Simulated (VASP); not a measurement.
A run of VASP 6.6.1:

The input INCAR:

```
  PREC = Accurate
  ENCUT = 520
  EDIFF = 1E-6
  ISMEAR = 0
  SIGMA = 0.02
  LREAL = False
  LASPH = True
  NELM = 80
  ALGO = Normal
  ISIF = 2
  LWAVE = False
  LCHARG = False
  GGA = PE
  NBANDS = 57
```

The input KPOINTS:

```
regular mesh
0
Gamma
  6 6 6
```

POSCAR

```
CeHf3O8
1.0
    5.1893008401      0.0000000000      0.0000000000
    0.0000000000      5.1893008401      0.0000000000
    0.0000000000      0.0000000000      5.1893008401
Ce Hf O
1 3 8
Direct
    0.5000000000      0.5000000000      0.5000000000
    0.5000000000      0.0000000000      0.0000000000
    0.0000000000      0.0000000000      0.5000000000
    0.0000000000      0.5000000000      0.0000000000
    0.7571014800      0.2428985200      0.2428985200
    0.2428985200      0.2428985200      0.7571014800
    0.7571014800      0.7571014800      0.7571014800
    0.2428985200      0.7571014800      0.2428985200
    0.2428985200      0.7571014800      0.7571014800
    0.7571014800      0.7571014800      0.2428985200
    0.2428985200      0.2428985200      0.2428985200
    0.7571014800      0.2428985200      0.7571014800
```

Potentials or basis: VASP PAW PBE potentials, release 64 (Ce, Hf_pv, O).

The run is started by

```console
$ cat potpaw_PBE.64/Ce/POTCAR potpaw_PBE.64/Hf_pv/POTCAR potpaw_PBE.64/O/POTCAR > POTCAR
$ mpirun -np 1 vasp_std > vasp.out
```

Hardware: 1 thread of Intel(R) Xeon(R) Platinum 8259CL CPU @ 2.50GHz (Skylake/Cascade Lake), with other jobs on the host.

Problem. How long does it take, and how much memory?

Solution. Wall time 6.3 min on 1 thread of Intel(R) Xeon(R) Platinum 8259CL CPU @ 2.50GHz (Skylake/Cascade Lake), on a shared host, peak memory 0.34 GiB. Counts: scf iterations 38, k points 20.
